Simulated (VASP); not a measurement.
A run of VASP 6.6.1 is set up as follows.

POSCAR

```
CdSe
1.0
    4.3407236669      0.0000000000      0.0000000000
   -2.1703618334      3.7591769664      0.0000000000
    0.0000000000      0.0000000000      7.0766459761
Cd Se
2 2
Direct
    0.3333333333      0.6666666667     -0.0004760039
    0.6666666667      0.3333333333      0.4995239961
    0.3333333333      0.6666666667      0.3754760039
    0.6666666667      0.3333333333      0.8754760039
```

INCAR.step1

```
PREC     = Accurate       # precision mode
ENCUT    = 520            # plane-wave cutoff, eV
ISMEAR   = 0              # smearing method
SIGMA    = 0.01           # smearing width, eV
LREAL    = F              # projectors in reciprocal space
LASPH    = T              # aspherical terms in the spheres
NELM     = 60             # most SCF steps
NBANDS   = 26             # bands
GGA      = PE             # functional
ALGO     = Normal         # electronic algorithm
EDIFF    = 1E-4           # SCF threshold, eV
LWAVE    = T              # write WAVECAR
LCHARG   = F              # write CHGCAR
```

Contents of INCAR.step2:

```
PREC     = Accurate       # precision mode
ENCUT    = 520            # plane-wave cutoff, eV
EDIFF    = 1E-6           # SCF threshold, eV
ISMEAR   = 0              # smearing method
SIGMA    = 0.01           # smearing width, eV
LREAL    = F              # projectors in reciprocal space
LASPH    = T              # aspherical terms in the spheres
NELM     = 60             # most SCF steps
ALGO     = Normal         # electronic algorithm
ISIF     = 2              # what is computed and relaxed
LWAVE    = F              # write WAVECAR
LCHARG   = F              # write CHGCAR
METAGGA  = R2SCAN         # meta-GGA
LMIXTAU  = T            
NBANDS   = 26             # bands
ISTART   = 1
```

KPOINTS

```
regular mesh
0
Gamma
  12 12 4
```

Potentials or basis: VASP PAW PBE potentials, release 64 (Cd, Se).

The run is started by

```bash
$ cat potpaw_PBE.64/Cd/POTCAR potpaw_PBE.64/Se/POTCAR > POTCAR
$ cp INCAR.step1 INCAR
$ mpirun -np 1 vasp_std > vasp.out
$ cp INCAR.step2 INCAR
$ mpirun -np 1 vasp_std > vasp.out
```

Predict the band gap on the k mesh.

1.09 eV.

What does it give for the pressure?

0.2 GPa.

Caveat: the PAW data sets were made with another functional, which shifts forces and pressure a little. A k mesh can miss the band edges.
